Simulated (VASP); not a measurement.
Nb:

```xyz
1
Lattice="0.0000 2.1428 2.1428 2.1428 0.0000 2.1428 2.1428 2.1428 0.0000" Properties=species:S:1:pos:R:3 pbc="T T T"
Nb    0.0000    0.0000    0.0000
```

Base run:

| Item | Value |
| --- | --- |
| Program | VASP 6.6.1 |
| Functional | PBE |
| Potentials or basis | VASP PAW PBE potentials, release 64 (Nb_sv) |
| Cutoff | 520 eV |
| k mesh | 11 × 11 × 11 |
| Occupations | fermi-dirac, width 0.05 eV |
| Spin | no spin polarisation |

Its results: pressure -7.8 GPa.

Problem. The run is repeated on the same cell with these changes: functional from PBE to HSE06; k mesh from 11 × 11 × 11 to 6 × 6 × 6. What comes out?

Solution. Pressure -9.2 GPa.

Several settings changed at once, so the effect can't be laid on one alone.

Caveats: some runs use coarse meshes; the PAW data sets were made with another functional, which shifts forces and pressure a little (some runs).
